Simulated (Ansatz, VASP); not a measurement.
# In5GaAs6 in VASP and in Ansatz

```
In Ga As
1.0
     4.32455    0.00000    0.00000
    -2.16227    3.74517    0.00000
     0.00000    0.00000   21.21296
In Ga As
5 1 6
Direct
  0.00000 0.00000 0.00010
  0.33333 0.66667 0.83063
  0.66667 0.33333 0.66117
  0.33333 0.66667 0.33909
  0.66667 0.33333 0.16956
  0.00000 0.00000 0.50046
  0.33333 0.66667 0.95664
  0.66667 0.33333 0.78720
  0.00000 0.00000 0.61793
  0.33333 0.66667 0.46561
  0.66667 0.33333 0.29552
  0.00000 0.00000 0.12610
```

Alike in both runs: task single point; functional PBE; k mesh 6 × 6 × 1; occupations gaussian, width 0.2 eV; no spin polarisation.

|  | VASP | Ansatz |
| --- | --- | --- |
| version | VASP 6.6.1 | Ansatz 0.2.0 |
| potentials or method | VASP PAW PBE potentials, release 64 (In_d, Ga_d, As), cutoff 520 eV | scalar-relativistic, plane waves, PAW |
| valence electrons in the cell | 108 | 168 |

|  | VASP | Ansatz | Ansatz less VASP |
| --- | --- | --- | --- |
| gap on the k mesh at the Fermi level (eV) | none | none | - |
| pressure (GPa) | 0.1 | 0.1 | -0.06 |
| traceless stress, the component that is largest in VASP (GPa) | -0.09 | -0.09 | 0.000 |
| rms of the force components (eV/Å) | 0.010 | 0.009 | -0.0007 |

Atom by atom the forces differ by 0.002 eV/Å (rms over components). A gap of «none» marks a metal or a gap that the smearing closes. VASP's potentials hold 108 valence electrons a cell and Ansatz's 168, so a difference there can come from the potentials and not from the codes.
